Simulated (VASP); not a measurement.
# Be2C (R-3m) in VASP: notebook, part 2 of 3

VASP 6.6.1.

### Step 3. Relaxation of the atoms, LDA (equal xy, yz and zx engineering shears of -0.5 %)

Contents of INCAR:

```
SYSTEM = Be2C
PREC = Accurate
ENCUT = 520
EDIFF = 1E-7
ISMEAR = 0
SIGMA = 0.01
LREAL = .False.
LASPH = .True.
NELM = 120
ALGO = Normal
ISIF = 2
LWAVE = .False.
LCHARG = .False.
GGA = CA
IBRION = 2
NSW = 50
EDIFFG = -0.002
GGA_COMPAT = .False.
NELMIN = 4
```

Contents of KPOINTS:

```
regular mesh
0
Gamma
  10 10 10
  0 0 0
```

Contents of POSCAR:

```
Be2C
1.0
   -0.0106707707      2.1288187560      2.1288187560
    2.1288187560     -0.0106707707      2.1288187560
    2.1288187560      2.1288187560     -0.0106707707
Be C
2 1
Direct
    0.2500000000      0.2500000000      0.2500000000
    0.7500000000      0.7500000000      0.7500000000
    0.0000000000      0.0000000000      0.0000000000
```

Potentials or basis: VASP PAW LDA potentials, release 64 (Be, C).

On the command line:

```
$ cat potpaw_LDA.64/Be/POTCAR potpaw_LDA.64/C/POTCAR > POTCAR
$ mpirun -np 1 vasp_std > vasp.out
```

OUTCAR:

```text
SYSTEM = Be2C
   PREC = Accurate
   ENCUT = 520
   EDIFF = 1E-7
   ISMEAR = 0
   LREAL = .False.
   LASPH = .True.
   NELM = 120
   ISIF = 2
   GGA = CA
   IBRION = 2
   NSW = 50
   EDIFFG = -0.002
   NELMIN = 4

 ion  position               nearest neighbor table
   1  0.250  0.250  0.250-   3 1.84   3 1.85   3 1.85   3 1.85   2 2.13   2 2.13   2 2.13   2 2.13
                             2 2.13   2 2.13
   2  0.750  0.750  0.750-   3 1.84   3 1.85   3 1.85   3 1.85   1 2.13   1 2.13   1 2.13   1 2.13
                             1 2.13   1 2.13
   3  0.000  0.000  0.000-   1 1.84   2 1.84   2 1.85   1 1.85   2 1.85   2 1.85   1 1.85   1 1.85

  LATTYP: Found a trigonal (rhomboedric) cell.
 ALAT       =     3.0106232672
 COS(alpha) =     0.4949812504

  Lattice vectors:

 A1 = (  -0.0106707707,   2.1288187560,   2.1288187560)
 A2 = (   2.1288187560,  -0.0106707707,   2.1288187560)
 A3 = (   2.1288187560,   2.1288187560,  -0.0106707707)

Analysis of symmetry for initial positions (statically):
=====================================================================
 Subroutine PRICEL returns:
 Original cell was already a primitive cell.

 Routine SETGRP: Setting up the symmetry group for a
 trigonal (rhombohedral) supercell.

 Subroutine GETGRP returns: Found 12 space group operations
 (whereof 12 operations were pure point group operations)
 out of a pool of 12 trial point group operations.

The static configuration has the point symmetry D_3d.

Analysis of symmetry for dynamics (positions and initial velocities):
=====================================================================
 Subroutine PRICEL returns:
 Original cell was already a primitive cell.

 Routine SETGRP: Setting up the symmetry group for a
[... 181 lines left out ...]
      1.06174      1.06174      1.06174        -0.006208     -0.006208     -0.006208
      3.18523      3.18523      3.18523         0.006208      0.006208      0.006208
      0.00000      0.00000      0.00000         0.000000      0.000000     -0.000000
 -----------------------------------------------------------------------------------
    total drift:                               -0.000000     -0.000000     -0.000000

  FREE ENERGIE OF THE ION-ELECTRON SYSTEM (eV)
  ---------------------------------------------------
  free  energy   TOTEN  =       -19.4295029736 eV

  energy  without entropy=      -19.4295029736  energy(sigma->0) =      -19.42950297

--------------------------------------- Ionic step        2  -------------------------------------------

 number of electron       7.9999999 magnetization

 Free energy of the ion-electron system (eV)
  ---------------------------------------------------
  ext. energy  EPLUGINS =         0.00000000
  ---------------------------------------------------
  free energy    TOTEN  =       -19.42950940 eV

  energy without entropy =      -19.42950940  energy(sigma->0) =      -19.42950940

 E-fermi :   8.0893     XC(G=0): -11.6914

 val. band max:        7.9664241475   @ k =   0.0000   0.0000   0.0000
 cond. band min:       9.1428199647   @ k =   0.5000   0.5000  -0.0000
 fundamental gap:      1.1763958172
 Fermi energy:         8.0893195462

 k-point     1 :       0.0000    0.0000    0.0000
  band No.  band energies     occupation
      1      -7.2294      2.00000
      2       7.9353      2.00000
      3       7.9353      2.00000
      4       7.9664      2.00000
      5      11.9925      0.00000
      6      11.9925      0.00000
      7      12.1483      0.00000
      8      15.3004      0.00000
[... 243 lines left out ...]
 k-point    24 :       0.4000    0.3000   -0.0000
  band No.  band energies     occupation
      1      -4.7041      2.00000
      2       2.3576      2.00000
      3       3.6411      2.00000
      4       3.7961      2.00000
      5      10.7473      0.00000
      6      13.9504      0.00000
      7      18.3975      0.00000
      8      18.6318      0.00000

 [... further k-points ...]
[... 5 lines left out ...]
  --------------------------------------------------------------------------------------
  -------------------------------------------------------------------------------------
  Total        0.0799312      0.0799312      0.0799312      0.1382594      0.1382594      0.1382594
  in kB        6.5876069      6.5876069      6.5876069     11.3947868     11.3947868     11.3947868
  external PRESSURE =       6.5876069 kB  Pullay stress =       0.0000000 kB

 VOLUME and BASIS-vectors are now :
 -----------------------------------------------------------------------------
  energy-cutoff  :      520.00
  volume of cell :       19.44
      direct lattice vectors                 reciprocal lattice vectors
    -0.010670771  2.128818756  2.128818756    -0.233113419  0.234287794  0.234287794
     2.128818756 -0.010670771  2.128818756     0.234287794 -0.233113419  0.234287794
     2.128818756  2.128818756 -0.010670771     0.234287794  0.234287794 -0.233113419

 POSITION                                       TOTAL-FORCE (eV/Angst)
 -----------------------------------------------------------------------------------
      1.06144      1.06144      1.06144        -0.000975     -0.000975     -0.000975
      3.18552      3.18552      3.18552         0.000975      0.000975      0.000975
      2.11815      2.11815      4.25764         0.000000     -0.000000      0.000000
 -----------------------------------------------------------------------------------
    total drift:                               -0.000000     -0.000000     -0.000000

  FREE ENERGIE OF THE ION-ELECTRON SYSTEM (eV)
  ---------------------------------------------------
  free  energy   TOTEN  =       -19.4295094045 eV

  energy  without entropy=      -19.4295094045  energy(sigma->0) =      -19.42950940

 reached required accuracy - stopping structural energy minimisation
```

OSZICAR:

```text
N       E                     dE             d eps       ncg     rms          rms(c)
DAV:   1     0.133355989463E+01    0.13336E+01   -0.42140E+03  1864   0.921E+02
DAV:   2    -0.204297173035E+02   -0.21763E+02   -0.20215E+02  2920   0.110E+02
DAV:   3    -0.206712526396E+02   -0.24154E+00   -0.24154E+00  2160   0.144E+01
DAV:   4    -0.206721133673E+02   -0.86073E-03   -0.86073E-03  2936   0.771E-01
DAV:   5    -0.206721136584E+02   -0.29104E-06   -0.29104E-06  2184   0.100E-02    0.562E+00
DAV:   6    -0.195273942033E+02    0.11447E+01   -0.45488E+00  1984   0.121E+01    0.222E+00
DAV:   7    -0.194507592698E+02    0.76635E-01   -0.16119E-01  2704   0.295E+00    0.127E+00
DAV:   8    -0.194294932209E+02    0.21266E-01   -0.15123E-02  1920   0.113E+00    0.141E-01
DAV:   9    -0.194294981989E+02   -0.49780E-05   -0.79604E-05  2904   0.908E-02    0.102E-01
DAV:  10    -0.194295034543E+02   -0.52554E-05   -0.24282E-05  2232   0.404E-02    0.630E-03
DAV:  11    -0.194295029915E+02    0.46275E-06   -0.15455E-06  2112   0.835E-03    0.240E-03
DAV:  12    -0.194295029736E+02    0.17964E-07   -0.44164E-07  2136   0.440E-03
   1 F= -.19429503E+02 E0= -.19429503E+02  d E =-.194295E+02
       N       E                     dE             d eps       ncg     rms          rms(c)
DAV:   1    -0.194295099432E+02   -0.69517E-05   -0.15048E-04  1952   0.951E-02    0.368E-03
DAV:   2    -0.194295095881E+02    0.35510E-06   -0.15108E-06  2704   0.120E-02    0.202E-03
DAV:   3    -0.194295094032E+02    0.18489E-06   -0.46773E-07  2520   0.488E-03    0.973E-05
DAV:   4    -0.194295094045E+02   -0.12757E-08   -0.12299E-08  1104   0.114E-03
   2 F= -.19429509E+02 E0= -.19429509E+02  d E =-.643094E-05
```

CONTCAR:

```text
Be2C
   1.00000000000000
    -0.0106707707000000    2.1288187559999998    2.1288187559999998
     2.1288187559999998   -0.0106707707000000    2.1288187559999998
     2.1288187559999998    2.1288187559999998   -0.0106707707000000
  Be              C
     2     1
Direct
     0.2499294830839998    0.2499294830839998    0.2499294830839998
     0.7500705169160001    0.7500705169160001    0.7500705169160001
     1.0000000000000000    1.0000000000000000    0.0000000000000000

  0.00000000E+00  0.00000000E+00  0.00000000E+00
  0.00000000E+00  0.00000000E+00  0.00000000E+00
  0.00000000E+00  0.00000000E+00  0.00000000E+00
```

It took 8.3 s on 1 thread of Intel Xeon 6975P-C (Granite Rapids), shared host; peak memory 0.13 GiB.

Results:

```yaml
Free_energy: -19.4295 eV
Energy_gained_by_relaxing: 0.0 meV/atom
Ionic_steps: 2
Pressure_after_relaxing: 0.7 GPa
Band_gap_on_the_k_mesh: 1.18 eV, indirect (least direct gap 4.03 eV)
```

Stress tensor (GPa, compression positive):
```
0.66 1.14 1.14
1.14 0.66 1.14
1.14 1.14 0.66
```

Final structure:
```
CELL_PARAMETERS angstrom
-0.01067 2.12882 2.12882
2.12882 -0.01067 2.12882
2.12882 2.12882 -0.01067
ATOMIC_POSITIONS crystal
Be 0.24993 0.24993 0.24993
Be 0.75007 0.75007 0.75007
C 0.00000 0.00000 0.00000
```

Caveat: the cell differs from its parent crystal (equal xy, yz and zx engineering shears of -0.5 %).

[end of part 2 of 3]
